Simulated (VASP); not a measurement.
# SnTe (F-43m) in VASP: settings compared, part 2 of 2

VASP 6.6.1. Earlier steps stand in the parts before.

### Step 3. Dielectric tensor, PBEsol

Input file INCAR:

```
SYSTEM = SnTe
PREC = Accurate ; ENCUT = 520
EDIFF = 1E-8 ; ISMEAR = 0
SIGMA = 0.01 ; LREAL = .False.
LASPH = .True. ; NELM = 80
ALGO = Normal ; ISIF = 2
LWAVE = .False. ; LCHARG = .False.
GGA = PS ; LEPSILON = .True.
```

Input file KPOINTS:

```
regular mesh
0
Gamma
  7 7 7
  0 0 0
```

Input file POSCAR:

```
SnTe
1.0
    0.0000000000      3.6111460000      3.6111460000
    3.6111460000      0.0000000000      3.6111460000
    3.6111460000      3.6111460000      0.0000000000
Te Sn
1 1
Direct
    0.2500000000      0.2500000000      0.2500000000
    0.0000000000      0.0000000000      0.0000000000
```

Potentials or basis: VASP PAW PBE potentials, release 64 (Te, Sn_d).

Started as:

```console
> cat potpaw_PBE.64/Te/POTCAR potpaw_PBE.64/Sn_d/POTCAR > POTCAR
> mpirun -np 1 vasp_std > vasp.out
```

OUTCAR:

```text
SYSTEM = SnTe
   PREC = Accurate
   ENCUT = 520
   EDIFF = 1E-8
   ISMEAR = 0
   LREAL = .False.
   LASPH = .True.
   NELM = 80
   ISIF = 2
   GGA = PS
   LEPSILON = .True.

 ion  position               nearest neighbor table
   1  0.250  0.250  0.250-   2 3.13   2 3.13   2 3.13   2 3.13
   2  0.000  0.000  0.000-   1 3.13   1 3.13   1 3.13   1 3.13

  LATTYP: Found a face centered cubic cell.
 ALAT       =     7.2222920000

  Lattice vectors:

 A1 = (   0.0000000000,   3.6111460000,   3.6111460000)
 A2 = (   3.6111460000,   0.0000000000,   3.6111460000)
 A3 = (   3.6111460000,   3.6111460000,   0.0000000000)

Analysis of symmetry for initial positions (statically):
=====================================================================
 Subroutine PRICEL returns:
 Original cell was already a primitive cell.

 Routine SETGRP: Setting up the symmetry group for a
 face centered cubic supercell.

 Subroutine GETGRP returns: Found 24 space group operations
 (whereof 24 operations were pure point group operations)
 out of a pool of 48 trial point group operations.

The static configuration has the point symmetry T_d .

Analysis of symmetry for dynamics (positions and initial velocities):
=====================================================================
 Subroutine PRICEL returns:
 Original cell was already a primitive cell.

 Routine SETGRP: Setting up the symmetry group for a
 face centered cubic supercell.

 Subroutine GETGRP returns: Found 24 space group operations
 (whereof 24 operations were pure point group operations)
 out of a pool of 48 trial point group operations.

The dynamic configuration has the point symmetry T_d .

 Subroutine INISYM returns: Found 24 space group operations
 (whereof 24 operations are pure point group operations),
 and found     1 'primitive' translations

----------------------------------------------------------------------------------------

                                     Primitive cell

  volume of cell :      94.1814

  direct lattice vectors                    reciprocal lattice vectors
     0.000000000  3.611146000  3.611146000    -0.138460201  0.138460201  0.138460201
     3.611146000  0.000000000  3.611146000     0.138460201 -0.138460201  0.138460201
     3.611146000  3.611146000  0.000000000     0.138460201  0.138460201 -0.138460201

  length of vectors
     5.106931649  5.106931649  5.106931649     0.239820102  0.239820102  0.239820102

  position of ions in fractional coordinates (direct lattice)
     0.250000000  0.250000000  0.250000000
     0.000000000  0.000000000  0.000000000

  ion indices of the primitive-cell ions
   primitive index   ion index
                 1           1
                 2           2

[... 441 lines left out ...]
      1     -18.6621      2.00000
      2     -18.6581      2.00000
      3     -18.6571      2.00000
      4     -18.6508      2.00000
      5     -18.6501      2.00000
      6      -7.7606      2.00000
      7      -4.2931      2.00000
      8      -0.4580      2.00000
      9      -0.0524      2.00000
     10       2.8482      2.00000
     11       4.3924      0.00000
     12       5.4071      0.00000
     13       6.1591      0.00000
     14       7.9776      0.00000

  FORCE on cell =-STRESS in cart. coord.  units (eV):
  Direction    XX          YY          ZZ          XY          YZ          ZX
  --------------------------------------------------------------------------------------
  -------------------------------------------------------------------------------------
  Total       -0.8046836     -0.8046836     -0.8046836      0.0000000      0.0000000      0.0000000
  in kB      -13.6889640    -13.6889640    -13.6889640      0.0000000      0.0000000      0.0000000
  external PRESSURE =     -13.6889640 kB  Pullay stress =       0.0000000 kB

 VOLUME and BASIS-vectors are now :
 -----------------------------------------------------------------------------
  energy-cutoff  :      520.00
  volume of cell :       94.18
      direct lattice vectors                 reciprocal lattice vectors
     0.000000000  3.611146000  3.611146000    -0.138460201  0.138460201  0.138460201
     3.611146000  0.000000000  3.611146000     0.138460201 -0.138460201  0.138460201
     3.611146000  3.611146000  0.000000000     0.138460201  0.138460201 -0.138460201

 POSITION                                       TOTAL-FORCE (eV/Angst)
 -----------------------------------------------------------------------------------
      1.80557      1.80557      1.80557        -0.000000     -0.000000      0.000000
      0.00000      0.00000      0.00000         0.000000      0.000000     -0.000000
 -----------------------------------------------------------------------------------
    total drift:                               -0.000000     -0.000000     -0.000000

  FREE ENERGIE OF THE ION-ELECTRON SYSTEM (eV)
  ---------------------------------------------------
  free  energy   TOTEN  =        -7.6024201500 eV

  energy  without entropy=       -7.6024201500  energy(sigma->0) =       -7.60242015

 HEAD OF MICROSCOPIC STATIC DIELECTRIC TENSOR (INDEPENDENT PARTICLE, excluding Hartree and local field effects)
 ------------------------------------------------------
          14.944314     0.000000     0.000000
           0.000000    14.944314     0.000000
          -0.000000     0.000000    14.944314
 ------------------------------------------------------

 Free energy of the ion-electron system (eV)
  ---------------------------------------------------
  ---------------------------------------------------
  free energy    TOTEN  =        -3.46390411 eV

  energy without entropy =       -3.46390411

------------------------ aborting loop because EDIFF is reached ----------------------------------------

--------------------------------------- Ionic step        2  -------------------------------------------

------------------------ aborting loop because EDIFF is reached ----------------------------------------

--------------------------------------- Ionic step        3  -------------------------------------------

 Free energy of the ion-electron system (eV)
  ---------------------------------------------------
  ---------------------------------------------------
  free energy    TOTEN  =        -3.46398682 eV

  energy without entropy =       -3.46398682

------------------------ aborting loop because EDIFF is reached ----------------------------------------

 PIEZOELECTRIC TENSOR FIELD DIRECTION 3  (e Angst)
 -----------------------------------------------------------------------------
     0.00492 -5.62594  0.00000           ( -0.00001 -0.03180  0.00000)
    -5.62594  0.00492  0.00000           ( -0.03180 -0.00001  0.00000)
     0.00000  0.00000 -0.01703           (  0.00000  0.00000  0.00000)

 PIEZOELECTRIC TENSOR FIELD DIRECTION 3  (C/m^2)
 -----------------------------------------------------------------------------
     0.00084 -0.95706  0.00000
    -0.95706  0.00084  0.00000
     0.00000  0.00000 -0.00290

 MACROSCOPIC STATIC DIELECTRIC TENSOR (including local field effects in DFT)
 ------------------------------------------------------
          13.531392    -0.000000    -0.000000
          -0.000000    13.531392     0.000000
          -0.000000     0.000000    13.531392
 ------------------------------------------------------

 PIEZOELECTRIC TENSOR (including local field effects)  for field in x, y, z        (e  Angst)
          XX          YY          ZZ          XY          YZ          ZX
  --------------------------------------------------------------------------------
  x     0.00000     0.00000     0.00000     0.00000    -5.60820    -0.00000
  y    -0.00000     0.00000    -0.00000    -0.00000     0.00000    -5.60820
  z    -0.00000    -0.00000     0.00000    -5.60820     0.00000     0.00000

 PIEZOELECTRIC TENSOR (including local field effects)  for field in x, y, z        (C/m^2)
          XX          YY          ZZ          XY          YZ          ZX
  --------------------------------------------------------------------------------
  x     0.00000     0.00000     0.00000     0.00000    -0.95404    -0.00000
  y    -0.00000     0.00000    -0.00000    -0.00000     0.00000    -0.95404
  z    -0.00000    -0.00000     0.00000    -0.95404     0.00000     0.00000

 BORN EFFECTIVE CHARGES (including local field effects) (in |e|, cummulative output)
 ---------------------------------------------------------------------------------
 ion    1
    1    -2.14906    -0.00000    -0.00000
    2    -0.00000    -2.14906    -0.00000
    3    -0.00000    -0.00000    -2.14906
 ion    2
    1     2.14906     0.00000     0.00000
    2     0.00000     2.14906     0.00000
    3     0.00000     0.00000     2.14906
```

stdout:

```text
POSCAR found type information on POSCAR TeSn
 POSCAR found :  2 types and       2 ions
 scaLAPACK will be used
 -----------------------------------------------------------------------------
|                                                                             |
[... 28 lines left out ...]
 dielectric tensor                  component  3 :     0.577    -2.876    11.183
 Linear response to external field, progress :
  Direction:   1
 dielectric tensor                  component  1 :    13.531    -1.030    -0.161
 Linear response to external field, progress :
  Direction:   2
 dielectric tensor                  component  2 :    -0.844    13.531    -0.951
 Linear response to external field, progress :
  Direction:   3
 dielectric tensor                  component  3 :    -0.461    -0.679    13.531
 Born effective charges drift removed
```

Wall time 9.8 min (1 thread of Intel Xeon Platinum 8259CL at 2.50GHz (Skylake/Cascade Lake), shared host); peak memory 0.44 GiB.

What came out:

| Item | Value |
| --- | --- |
| Band gap on the k mesh | 0.28 eV, indirect (least direct gap 0.79 eV) |
| Electronic dielectric tensor (diagonal) | 13.53 |
| Born charges (mean of the diagonal) | Te -2.15; Sn +2.15 e |

Levels at points of the mesh, in eV from the valence-band top:
```
           k point  band 8  band 9  band 10  band 11  band 12  band 13
(0.00, 0.00, 0.00)   -1.73   -1.73    -1.73     1.18     1.18     1.18
```

Electronic dielectric tensor:
```
13.53  0.00  0.00
 0.00 13.53  0.00
 0.00  0.00 13.53
```

Born effective charge tensors (e):
atom 1, Te
```
-2.15  0.00  0.00
 0.00 -2.15  0.00
 0.00  0.00 -2.15
```
atom 2, Sn
```
2.15 0.00 0.00
0.00 2.15 0.00
0.00 0.00 2.15
```

Caveat: the gap is small at this level, which inflates the dielectric constant; the PAW data sets were made with another functional, which shifts forces and pressure a little; spin-orbit coupling is left out, which moves the levels of the heavy elements. A k mesh can miss the band edges.

### Step 4. Elastic constants, PBEsol

Input file INCAR:

```
PREC = Accurate
ENCUT = 600
EDIFF = 1E-8
ISMEAR = 0
SIGMA = 0.01
LREAL = False
LASPH = True
NELM = 60
ALGO = Normal
ISIF = 3
LWAVE = False
LCHARG = True
GGA = PS
IBRION = 6
NFREE = 2
POTIM = 0.015
NSW = 1
```

Input file KPOINTS:

```
Automatic mesh
0
Gamma
  5 5 5
```

POSCAR is that of step 3.

Started as:

```console
> cat potpaw_PBE.64/Te/POTCAR potpaw_PBE.64/Sn_d/POTCAR > POTCAR
> mpirun -np 1 vasp_std > vasp.out
```

Run time: 13 min. Hardware: 1 thread of Intel Xeon Platinum 8259CL at 2.50GHz (Skylake/Cascade Lake), shared host; peak memory 0.34 GiB.

Results (log left out):

```
Elastic constants C11, C12, C44                         : 25, 22, -7 GPa
Voigt bulk modulus                                      : 23 GPa
Highest phonon frequency at Γ, LO-TO splitting left out : 102 cm⁻¹
```

Phonon frequencies in cm⁻¹ (negative: imaginary):
| q point | frequencies |
| --- | --- |
| (0.000, 0.000, 0.000) | 0 0 0 102 102 102 |

Elastic tensor in Voigt notation (GPa, in the Cartesian axes of the cell as first typed):
```
25 22 22  0  0  0
22 25 22  0  0  0
22 22 25  0  0  0
 0  0  0 -7  0  0
 0  0  0  0 -7  0
 0  0  0  0  0 -7
```

Clamped-ion elastic tensor (GPa):
```
25 22 22  0  0  0
22 25 22  0  0  0
22 22 25  0  0  0
 0  0  0  0  0  0
 0  0  0  0  0  0
 0  0  0  0  0  0
```

Caveat: the cell is under stress, which shifts elastic constants; the elastic tensor has a negative eigenvalue, so either the cell is unstable as it stands or the mesh is too thin; the PAW data sets were made with another functional, which shifts forces and pressure a little; spin-orbit coupling is left out, which moves the levels of the heavy elements.
